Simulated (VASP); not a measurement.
MnCl2 (Scacchite), 3 atoms in the cell. It takes space group R-3m (No. 166, trigonal). The conventional cell has a = 3.828 Å, b = 3.828 Å, c = 18.143 Å, α = 90.00°, β = 90.00°, γ = 120.00°. Within 3.5 Å of Mn (site symmetry -3m) lie 6 Cl at 2.68 Å. Cl (site symmetry 3m) has 3 Mn at 2.68 Å within 3.5 Å.  This cell differs from its parent crystal: volume scaled by 1.12.

* Program: VASP 6.6.1
* Task: single point
* Functional: PBEsol
* Potentials or basis: VASP PAW PBE potentials, release 64 (Mn_pv, Cl)
* Cutoff: 520 eV
* k mesh: 9 × 9 × 9
* Occupations: fermi-dirac, width 0.08 eV
* Spin: no spin polarisation
* Dipole correction: no
* Further INCAR settings: ALGO = Normal; EDIFF = 1e-07; NBANDS = 20

Potentials or basis: VASP PAW PBE potentials, release 64 (Mn_pv, Cl).

The run is started by

```bash
$ cat potpaw_PBE.64/Mn_pv/POTCAR potpaw_PBE.64/Cl/POTCAR > POTCAR
$ mpirun -np 1 vasp_std > vasp.out
```

Hardware: 1 thread of AMD EPYC 7R13 Processor (Zen 3) (shared host).

**Question.** How long does it take, and how much memory?

**Answer.** Run time: 4.7 min on 1 thread of AMD EPYC 7R13 Processor (Zen 3), with other jobs on the host, peak memory 0.35 GiB. Counts: scf iterations 16, k points 85.
